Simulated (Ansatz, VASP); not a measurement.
TaN in VASP and in Ansatz

The input INCAR:

```
SYSTEM = TaN
PREC = Accurate ; ENCUT = 520
EDIFF = 1E-6 ; ISMEAR = 0
SIGMA = 0.1 ; LREAL = .False.
LASPH = .True. ; NELM = 150
ALGO = Normal ; ISIF = 2
LWAVE = .False. ; LCHARG = .False.
ISPIN = 2 ; MAGMOM = 1 0
LORBIT = 11 ; LMAXMIX = 4
GGA = PE ; NBANDS = 19
```

The input KPOINTS:

```
regular mesh
0
Gamma
  6 6 6
  0 0 0
```

Contents of POSCAR:

```
TaN
1.0
    1.5717809869      0.9074681759      2.5176337792
   -1.5717809869      0.9074681759      2.5176337792
    0.0000000000     -1.8149363517      2.5176337792
Ta N
1 1
Direct
    0.0000000000      0.0000000000      0.0000000000
    0.5000000000      0.5000000000      0.5000000000
```

Input for Ansatz:

```yaml
crystal:
  lattice:
    - [1.5717809869, 0.9074681759, 2.5176337792]
    - [-1.5717809869, 0.9074681759, 2.5176337792]
    - [0.0, -1.8149363517, 2.5176337792]
  atoms:
    - { symbol: Ta, position: [0.0, 0.0, 0.0], spin: 1.0 }
    - { symbol: "N", position: [0.5, 0.5, 0.5] }
basis:
  ecutwfc: 420
kpoints:
  mp_grid: { grid: [6, 6, 6] }
hamiltonian:
  xc: pbe
scf:
  occupations: { method: gaussian, width: 0.1 }
  lower_state_search: "off"
output:
  forces: true
  stress: true
  eigenvalues: true
  populations: true
magnetization:
  spin_polarized: true
```

Alike in both runs: task single point; functional PBE; k mesh 6 × 6 × 6; occupations gaussian, width 0.1 eV; collinear spin.

```csv
,VASP,Ansatz
version,VASP 6.6.1,Ansatz 0.2.0
potentials or method,"VASP PAW PBE potentials, release 64 (Ta_pv, N), cutoff 520 eV","scalar-relativistic, plane waves, PAW"
valence electrons in the cell,16,18
```

```tsv
	VASP	Ansatz	Ansatz less VASP
gap on the k mesh at the Fermi level (eV)	none	none	-
pressure (GPa)	1.2	0.4	-0.77
traceless stress, the component that is largest in VASP (GPa)	0.08	0.08	-0.001
net moment per atom (μB)	0.00	0.00	0.000
```

A gap of «none» marks a metal or a gap that the smearing closes. VASP's potentials hold 16 valence electrons a cell and Ansatz's 18, so a difference there can come from the potentials and not from the codes. Ansatz's warnings: seeded moment not kept.

The k mesh is coarse, so the values compare programs but aren't converged. Spin-orbit coupling is off throughout.
